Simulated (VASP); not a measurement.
Crystal: HfIr2.

```
Hf Ir
1.0
     3.83167    0.00000    0.00000
     0.00000    3.83167    0.00000
     0.00000    0.00000    5.84637
Hf Ir
2 4
Direct
  0.00000 0.50000 0.70000
  0.50000 0.00000 0.30000
  0.00000 0.00000 0.00000
  0.50000 0.50000 0.00000
  0.00000 0.50000 0.27000
  0.50000 0.00000 0.73000
```

```yaml
Program: VASP 6.6.1
Task: relaxation of cell and atoms
Functional: PBE
Potentials_or_basis: VASP PAW PBE potentials, release 64 (Hf_pv, Ir)
Cutoff: 600 eV
k_mesh: 4 × 4 × 4
Occupations: gaussian, width 0.1 eV
Spin: no spin polarisation
```

At the start: pressure 80.1 GPa; volume 14.31 Å³/atom.

Task: How do energy, volume and symmetry change on relaxing?

Result: Over 18 steps the energy falls by 831.8 meV/atom and the volume is 17.35 Å³/atom (+21.2 %); space group P4/nmm (No. 129, to 0.05 Å).

Step by step:
| step | energy change (eV) | largest force (eV/Å) | pressure (GPa) | volume (Å³) |
| --- | --- | --- | --- | --- |
| 1 | 0.0000 | 5.4500 | 80.08 | 85.83 |
| 2 | 13.6658 | 1.3342 | -27.02 | 208.66 |
| 3 | 2.2172 | 1.1551 | -32.83 | 148.98 |
| 4 | -3.1356 | 1.7291 | -23.24 | 121.41 |
| 5 | -4.0335 | 0.9563 | 24.45 | 96.06 |
| 6 | -4.6141 | 1.2623 | -4.79 | 107.09 |
| 7 | -4.6597 | 1.0682 | -0.35 | 104.90 |
| 8 | -4.6609 | 1.0279 | 0.53 | 104.49 |
| 9 | -4.7725 | 0.8285 | -2.09 | 105.52 |
| 10 | -4.7739 | 0.9085 | -2.36 | 105.65 |
| 11 | -4.8379 | 1.0245 | 3.55 | 102.82 |
| 12 | -4.8379 | 1.0280 | 3.80 | 102.71 |
| 13 | -4.8831 | 0.8700 | 3.46 | 102.76 |
| 14 | -4.9714 | 0.2784 | 2.79 | 102.87 |
| 15 | -4.8388 | 0.9750 | 3.25 | 103.00 |
| 16 | -4.9805 | 0.1036 | 2.71 | 102.91 |
| 17 | -4.9895 | 0.0136 | -0.85 | 104.46 |
| 18 | -4.9906 | 0.0134 | 0.01 | 104.07 |

Final structure:
```
CELL_PARAMETERS angstrom
3.93470 0.00000 0.00000
0.00000 3.93470 0.00000
0.00000 0.00000 6.72235
ATOMIC_POSITIONS crystal
Hf 0.00000 0.50000 0.65701
Hf 0.50000 0.00000 0.34299
Ir 0.00000 0.00000 0.00000
Ir 0.50000 0.50000 0.00000
Ir 0.00000 0.50000 0.26847
Ir 0.50000 0.00000 0.73153
```

Caveat: the k points lie up to 0.40 Å⁻¹ apart in the final cell; the volume moved by over 15 % at a fixed basis, so the end points are rough.
